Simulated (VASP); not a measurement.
# Al2Cu (I4/mmm) in VASP: a series of runs

Al2Cu is run at these levels: PBE; tasks: single point.

Everything below comes from runs of VASP 6.6.1. Logs are shortened: lines on timing, memory, paths and dates and some standing lists are left out, and cuts for length are marked.

### Step 1. The cell of the first run

It takes space group I4/mmm (No. 139, tetragonal). The conventional cell has a = 3.978 Å, b = 3.978 Å, c = 5.586 Å, α = 90.00°, β = 90.00°, γ = 90.00°. Al (site symmetry -4m2) has 4 Cu at 2.43 Å and 6 Al at 2.79 to 2.81 Å within 3.2 Å. Within 3.2 Å of Cu (site symmetry 4/mmm) lie 8 Al at 2.43 Å.

### Step 2. Single point, PBE

Input file INCAR:

```
PREC = Accurate ; ENCUT = 520
EDIFF = 1E-6 ; ISMEAR = 0
SIGMA = 0.05 ; LREAL = False
LASPH = True ; NELM = 60
ALGO = Normal ; ISIF = 2
LWAVE = False ; LCHARG = True
GGA = PE ; LELF = True
LVHAR = True ; NBANDS = 16
```

Input file KPOINTS:

```
Automatic mesh
0
Gamma
  12 12 12
```

Input file POSCAR:

```
Al2Cu
1.0
   -1.9888904110      1.9888904110      2.7928920770
    1.9888904110     -1.9888904110      2.7928920770
    1.9888904110      1.9888904110     -2.7928920770
Al Cu
2 1
Direct
    0.7500000000      0.2500000000      0.5000000000
    0.2500000000      0.7500000000      0.5000000000
    0.5000000000      0.5000000000      0.0000000000
```

Potentials or basis: VASP PAW PBE potentials, release 64 (Al, Cu).

Run with:

```sh
> cat potpaw_PBE.64/Al/POTCAR potpaw_PBE.64/Cu/POTCAR > POTCAR
> mpirun -np 1 vasp_std > vasp.out
```

OUTCAR:

```text
PREC = Accurate
   ENCUT = 520
   EDIFF = 1E-6
   ISMEAR = 0
   LREAL = False
   LASPH = True
   NELM = 60
   ISIF = 2
   GGA = PE

 ion  position               nearest neighbor table
   1  0.750  0.250  0.500-   3 2.43   3 2.43   3 2.43   3 2.43   2 2.79   2 2.79   2 2.81   2 2.81
                             2 2.81   2 2.81
   2  0.250  0.750  0.500-   3 2.43   3 2.43   3 2.43   3 2.43   1 2.79   1 2.79   1 2.81   1 2.81
                             1 2.81   1 2.81
   3  0.500  0.500  0.000-   1 2.43   2 2.43   1 2.43   2 2.43   2 2.43   1 2.43   2 2.43   1 2.43

  LATTYP: Found a body centered tetragonal cell.
 ALAT       =     3.9777808220
 C/A-ratio  =     1.4042463383

  Lattice vectors:

 A1 = (  -1.9888904110,   1.9888904110,   2.7928920770)
 A2 = (   1.9888904110,  -1.9888904110,   2.7928920770)
 A3 = (   1.9888904110,   1.9888904110,  -2.7928920770)

Analysis of symmetry for initial positions (statically):
=====================================================================
 Subroutine PRICEL returns:
 Original cell was already a primitive cell.

 Routine SETGRP: Setting up the symmetry group for a
 body centered tetragonal supercell.

 Subroutine GETGRP returns: Found 16 space group operations
 (whereof 16 operations were pure point group operations)
 out of a pool of 16 trial point group operations.

The static configuration has the point symmetry D_4h.

Analysis of symmetry for dynamics (positions and initial velocities):
=====================================================================
 Subroutine PRICEL returns:
 Original cell was already a primitive cell.

 Routine SETGRP: Setting up the symmetry group for a
 body centered tetragonal supercell.

 Subroutine GETGRP returns: Found 16 space group operations
 (whereof 16 operations were pure point group operations)
 out of a pool of 16 trial point group operations.

The dynamic configuration has the point symmetry D_4h.

 Subroutine INISYM returns: Found 16 space group operations
 (whereof 16 operations are pure point group operations),
 and found     1 'primitive' translations

----------------------------------------------------------------------------------------

                                     Primitive cell

  volume of cell :      44.1912

  direct lattice vectors                    reciprocal lattice vectors
    -1.988890411  1.988890411  2.792892077     0.000000000  0.251396456  0.179025894
     1.988890411 -1.988890411  2.792892077     0.251396456  0.000000000  0.179025894
     1.988890411  1.988890411 -2.792892077     0.251396456  0.251396456  0.000000000

  length of vectors
     3.963788123  3.963788123  3.963788123     0.308626714  0.308626714  0.355528277

  position of ions in fractional coordinates (direct lattice)
     0.750000000  0.250000000  0.500000000
     0.250000000  0.750000000  0.500000000
     0.500000000  0.500000000  0.000000000

  ion indices of the primitive-cell ions
   primitive index   ion index
                 1           1
                 2           2
                 3           3

----------------------------------------------------------------------------------------

 KPOINTS: Automatic mesh

Automatic generation of k-mesh.
 Grid dimensions read from file:
 generate k-points for:   12   12   12

 Generating k-lattice:

  Cartesian coordinates                     Fractional coordinates (reciprocal lattice)
     0.000000000  0.020949705  0.014918824     0.083333333 -0.000000000  0.000000000
     0.020949705  0.000000000  0.014918824    -0.000000000  0.083333333  0.000000000
     0.020949705  0.020949705  0.000000000     0.000000000  0.000000000  0.083333333

  Length of vectors
     0.025718893  0.025718893  0.029627356

  Shift w.r.t. Gamma in fractional coordinates (k-lattice)
     0.000000000  0.000000000  0.000000000

 Subroutine IBZKPT returns following result:
 ===========================================

 Found    163 irreducible k-points:

 Following reciprocal coordinates:
            Coordinates               Weight
  0.000000  0.000000  0.000000      1.000000
  0.083333  0.000000  0.000000      8.000000
  0.166667 -0.000000  0.000000      8.000000
  0.250000  0.000000  0.000000      8.000000
  0.333333  0.000000  0.000000      8.000000
  0.416667  0.000000  0.000000      8.000000
[... 16 lines left out ...]
  0.500000  0.166667 -0.000000     16.000000
 -0.416667  0.166667  0.000000     16.000000
 [... further k-points ...]
   k-points           NKPTS =    163   k-points in BZ     NKDIM =    163   number of bands    NBANDS=     16
   number of dos      NEDOS =    301   number of ions     NIONS =      3
   total plane-waves  NPLWV =  27000
   dimension x,y,z NGX =    30 NGY =   30 NGZ =   30
   dimension x,y,z NGXF=    60 NGYF=   60 NGZF=   60
   ions per type =               2   1
   NGX,Y,Z   is equivalent  to a cutoff of  12.58, 12.58, 12.58 a.u.
   NGXF,Y,Z  is equivalent  to a cutoff of  25.16, 25.16, 25.16 a.u.
 SYSTEM =  unknown system
   PREC   = accura    normal or accurate (medium, high low for compatibility)
   ISTART =      0    job   : 0-new  1-cont  2-samecut
   ICHARG =      2    charge: 1-file 2-atom 10-const
   ISPIN  =      1    spin polarized calculation?
   LNONCOLLINEAR =      F non collinear calculations
   LSORBIT =      F    spin-orbit coupling
   LASPH  =      T    aspherical Exc in radial PAW
   ENCUT  =  520.0 eV  38.22 Ry    6.18 a.u.   7.37  7.37  7.37*2*pi/ulx,y,z
   NELM   =     60;   NELMIN=  2; NELMDL= -5     # of ELM steps
   EDIFF  = 0.1E-05   stopping-criterion for ELM
   LREAL  =      F    real-space projection
   EDIFFG = 0.1E-04   stopping-criterion for IOM
   NSW    =      0    number of steps for IOM
   IBRION =     -1    ionic relax: 0-MD 1-quasi-New 2-CG
   NFREE  =      0    steps in history (QN), initial steepest desc. (CG)
   ISIF   =      2    stress and relaxation
   ISYM   =      2    0-nonsym 1-usesym 2-fastsym
   POTIM  = 0.5000    time-step for ionic-motion
   TEBEG  =    0.0;   TEEND  =   0.0 temperature during run
   PSTRESS=    0.0 pullay stress
   NELECT =      17.0000    total number of electrons
   NUPDOWN=      -1.0000    fix difference up-down
   EMIN   =  10.00;   EMAX   =-10.00  energy-range for DOS
   EFERMI =   0.00;   METHOD = LEGACY
   ISMEAR =     0;   SIGMA  =   0.05  broadening in eV -4-tet -1-fermi 0-gaus
   EFERMI_NEDOS =   21; number of points for ismear=-14 and -15
   IALGO  =     38    algorithm
   IMIX   =      4    mixing-type and parameters
     AMIX     =   0.40;   BMIX     =  1.00
     AMIX_MAG =   1.60;   BMIX_MAG =  1.00
  volume/ion in A,a.u.               =      14.73        99.41
  Fermi-wavevector in a.u.,A,eV,Ry     =   1.190636  2.249977 19.287826  1.417615
  Thomas-Fermi vector in A             =   2.326717
   LORBIT       =      0    0 simple, 1 ext, 2 COOP (PROOUT), +10 PAW based schemes
   GGA     = PE    functional components
   LHFCALC =     F    Hartree Fock is set to
   AEXX    =    0.0000 exact exchange contribution
   IVDW    =     0    specifies the selected vdW correction
   LEPSILON=     F    determine dielectric tensor
   LRPA    =     F    only Hartree local field effects (RPA)
 non-spin polarized calculation
 Gauss-broadening in eV      SIGMA  =   0.05
  energy-cutoff  :      520.00
  volume of cell :       44.19
 maximum number of plane-waves:      1235
 NGX is ok and might be reduce to    30
   NGX = 15   NGY = 15   NGZ = 15

 number of electron      17.0000008 magnetization

 Free energy of the ion-electron system (eV)
  ---------------------------------------------------
  ext. energy  EPLUGINS =         0.00000000
  ---------------------------------------------------
  free energy    TOTEN  =       -11.61333776 eV

  energy without entropy =      -11.61145588  energy(sigma->0) =      -11.61239682

 E-fermi :   7.7939     XC(G=0): -10.7824

 val. band max:        7.7887707761   @ k =  -0.3333   0.1667   0.0000
 cond. band min:       7.8000588484   @ k =   0.5000   0.0833  -0.0000
 fundamental gap:      0.0112880723
 Fermi energy:         7.7939225178

 k-point     1 :       0.0000    0.0000    0.0000
  band No.  band energies     occupation
      1      -2.8659      2.00000
      2       2.9567      2.00000
      3       2.9639      2.00000
      4       2.9639      2.00000
      5       3.5498      2.00000
      6       3.5626      2.00000
[... 8 lines left out ...]
     15      15.0781      0.00000
     16      15.3240      0.00000

 k-point     2 :       0.0833    0.0000    0.0000
  band No.  band energies     occupation
      1      -2.7677      2.00000
      2       2.9309      2.00000
      3       2.9753      2.00000
      4       2.9795      2.00000
      5       3.5458      2.00000
      6       3.5583      2.00000
[... 8 lines left out ...]
     15      14.1866      0.00000
     16      14.9186      0.00000

 k-point     3 :       0.1667   -0.0000    0.0000
  band No.  band energies     occupation
      1      -2.4747      2.00000
      2       2.8375      2.00000
      3       3.0161      2.00000
      4       3.0196      2.00000
      5       3.5395      2.00000
      6       3.5507      2.00000
[... 8 lines left out ...]
     15      14.3039      0.00000
     16      14.9614      0.00000

 k-point     4 :       0.2500    0.0000    0.0000
  band No.  band energies     occupation
      1      -1.9928      2.00000
      2       2.6594      2.00000
      3       3.0640      2.00000
      4       3.0653      2.00000
      5       3.5455      2.00000
      6       3.5540      2.00000
[... 8 lines left out ...]
     15      14.2939      0.00000
     16      16.2221      0.00000
[... 324 lines left out ...]
 k-point    22 :       0.4167    0.1667    0.0000
  band No.  band energies     occupation
      1       0.2931      2.00000
      2       1.3418      2.00000
      3       3.0143      2.00000
      4       3.2071      2.00000
      5       3.5433      2.00000
      6       3.5882      2.00000
[... 8 lines left out ...]
     15      16.5644      0.00000
     16      17.7646      0.00000

 k-point    23 :       0.5000    0.1667   -0.0000
  band No.  band energies     occupation
      1       0.0549      2.00000
      2       1.5723      2.00000
      3       3.0395      2.00000
      4       3.1966      2.00000
      5       3.6162      2.00000
      6       3.6379      2.00000
[... 8 lines left out ...]
     15      18.0349      0.00000
     16      19.3550      0.00000

 k-point    24 :      -0.4167    0.1667    0.0000
  band No.  band energies     occupation
      1      -0.7492      2.00000
      2       2.2285      2.00000
      3       3.0759      2.00000
      4       3.1779      2.00000
      5       3.5097      2.00000
      6       3.6527      2.00000
[... 8 lines left out ...]
     15      17.9549      0.00000
     16      19.4241      0.00000

 [... further k-points ...]
[... 5 lines left out ...]
  --------------------------------------------------------------------------------------
  -------------------------------------------------------------------------------------
  Total        2.9081652      2.9081652      3.0617597      0.0000000     -0.0000000     -0.0000000
  in kB      105.4371855    105.4371855    111.0058409      0.0000000     -0.0000000     -0.0000000
  external PRESSURE =     107.2934040 kB  Pullay stress =       0.0000000 kB

 VOLUME and BASIS-vectors are now :
 -----------------------------------------------------------------------------
  energy-cutoff  :      520.00
  volume of cell :       44.19
      direct lattice vectors                 reciprocal lattice vectors
    -1.988890411  1.988890411  2.792892077     0.000000000  0.251396456  0.179025894
     1.988890411 -1.988890411  2.792892077     0.251396456  0.000000000  0.179025894
     1.988890411  1.988890411 -2.792892077     0.251396456  0.251396456  0.000000000

 POSITION                                       TOTAL-FORCE (eV/Angst)
 -----------------------------------------------------------------------------------
     -0.00000      1.98889      1.39645         0.000000     -0.000000     -0.000000
      1.98889     -0.00000      1.39645        -0.000000     -0.000000      0.000000
      0.00000      0.00000      2.79289         0.000000      0.000000      0.000000
 -----------------------------------------------------------------------------------
    total drift:                                0.000000     -0.000000      0.000000

  FREE ENERGIE OF THE ION-ELECTRON SYSTEM (eV)
  ---------------------------------------------------
  free  energy   TOTEN  =       -11.6133377571 eV

  energy  without entropy=      -11.6114558771  energy(sigma->0) =      -11.61239682
```

It took 60 s on 1 thread of Intel Xeon 6975P-C (Granite Rapids), shared host; peak memory 0.25 GiB.

Results:

```
Free energy : -11.6133 eV
Pressure    : 10.7 GPa
```

### Step 3. Single point, PBE

This run uses another cell than the first one, of 15.67 Å³/atom, 1.064 times its volume.

Input file INCAR:

```
SYSTEM = Al2Cu
PREC     = Accurate       ! precision mode
ENCUT    = 520            ! plane-wave cutoff, eV
EDIFF    = 1E-6           ! SCF threshold, eV
ISMEAR   = 0              ! smearing method
SIGMA    = 0.05           ! smearing width, eV
LREAL    = .False.        ! projectors in reciprocal space
LASPH    = .True.         ! aspherical terms in the spheres
NELM     = 60             ! most SCF steps
ALGO     = Normal         ! electronic algorithm
ISIF     = 2              ! what is computed and relaxed
LWAVE    = .False.        ! write WAVECAR
LCHARG   = .True.         ! write CHGCAR
GGA      = PE             ! functional
LELF     = .True.         ! ELF
LVHAR    = .True.       
NBANDS   = 16             ! bands
```

Input file KPOINTS:

```
regular mesh
0
Gamma
  12 12 12
  0 0 0
```

Input file POSCAR:

```
Al2Cu
1.0
   -2.0303375000      2.0303375000      2.8510940000
    2.0303375000     -2.0303375000      2.8510940000
    2.0303375000      2.0303375000     -2.8510940000
Al Cu
2 1
Direct
    0.7500000000      0.2500000000      0.5000000000
    0.2500000000      0.7500000000      0.5000000000
    0.5000000000      0.5000000000      0.0000000000
```

Potentials or basis: VASP PAW PBE potentials, release 64 (Al, Cu).

Run with:

```sh
> cat potpaw_PBE.64/Al/POTCAR potpaw_PBE.64/Cu/POTCAR > POTCAR
> mpirun -np 1 vasp_std > vasp.out
```

OUTCAR:

```text
SYSTEM = Al2Cu
   PREC = Accurate
   ENCUT = 520
   EDIFF = 1E-6
   ISMEAR = 0
   LREAL = .False.
   LASPH = .True.
   NELM = 60
   ISIF = 2
   GGA = PE

 ion  position               nearest neighbor table
   1  0.750  0.250  0.500-   3 2.48   3 2.48   3 2.48   3 2.48   2 2.85   2 2.85   2 2.87   2 2.87
                             2 2.87   2 2.87
   2  0.250  0.750  0.500-   3 2.48   3 2.48   3 2.48   3 2.48   1 2.85   1 2.85   1 2.87   1 2.87
                             1 2.87   1 2.87
   3  0.500  0.500  0.000-   2 2.48   1 2.48   1 2.48   2 2.48   1 2.48   2 2.48   2 2.48   1 2.48

  LATTYP: Found a body centered tetragonal cell.
 ALAT       =     4.0606750000
[... 647 lines left out ...]
 [... further k-points ...]
[... 5 lines left out ...]
  --------------------------------------------------------------------------------------
  -------------------------------------------------------------------------------------
  Total        0.8292653      0.8292653      0.9426622      0.0000000     -0.0000000      0.0000000
  in kB       28.2615563     28.2615563     32.1261482      0.0000000     -0.0000000      0.0000000
  external PRESSURE =      29.5497536 kB  Pullay stress =       0.0000000 kB

 VOLUME and BASIS-vectors are now :
 -----------------------------------------------------------------------------
  energy-cutoff  :      520.00
  volume of cell :       47.01
      direct lattice vectors                 reciprocal lattice vectors
    -2.030337500  2.030337500  2.851094000     0.000000000  0.246264476  0.175371279
     2.030337500 -2.030337500  2.851094000     0.246264476  0.000000000  0.175371279
     2.030337500  2.030337500 -2.851094000     0.246264476  0.246264476  0.000000000

 POSITION                                       TOTAL-FORCE (eV/Angst)
 -----------------------------------------------------------------------------------
      0.00000      2.03034      1.42555        -0.000000     -0.000000      0.000000
      2.03034      0.00000      1.42555         0.000000      0.000000      0.000000
      0.00000      0.00000      2.85109         0.000000     -0.000000     -0.000000
 -----------------------------------------------------------------------------------
    total drift:                                0.000000     -0.000000      0.000000

  FREE ENERGIE OF THE ION-ELECTRON SYSTEM (eV)
  ---------------------------------------------------
  free  energy   TOTEN  =       -11.7315507295 eV

  energy  without entropy=      -11.7295371377  energy(sigma->0) =      -11.73054393
```

It took 58 s on 1 thread of Intel Xeon 6975P-C (Granite Rapids), shared host; peak memory 0.25 GiB.

Results:

```
Free energy : -11.7316 eV
Pressure    : 3.0 GPa
```
